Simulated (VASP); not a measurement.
The system is CoSi2.

```
CELL_PARAMETERS angstrom
0.00000 2.71541 2.71541
2.71541 0.00000 2.71541
2.71541 2.71541 0.00000
ATOMIC_POSITIONS crystal
Co 0.00000 0.00000 0.00000
Si 0.25000 0.25000 0.25000
Si 0.75000 0.75000 0.75000
```

Program: VASP 6.6.1. Alike in all runs: task single point; level PBE; potentials or basis VASP PAW PBE potentials, release 64 (Co, Si); spin collinear, ferromagnetic start; cell as given; k mesh 14 × 14 × 14; cutoff (eV) 520; smearing gaussian 0.15 eV.

**Question.** Order these runs on this cell by their pressure, lowest first.
A. fixed moment (μB) 0.275
B. fixed moment (μB) 1.925
C. fixed moment (μB) 1.375
D. fixed moment (μB) 0.825
E. fixed moment (μB) 1.1

**Answer.** A (-6.3 GPa), D (-3.9 GPa), E (-1.6 GPa), C (1.0 GPa), B (6.3 GPa).

Caveats: the total moment is fixed, so each spin has its own Fermi level.
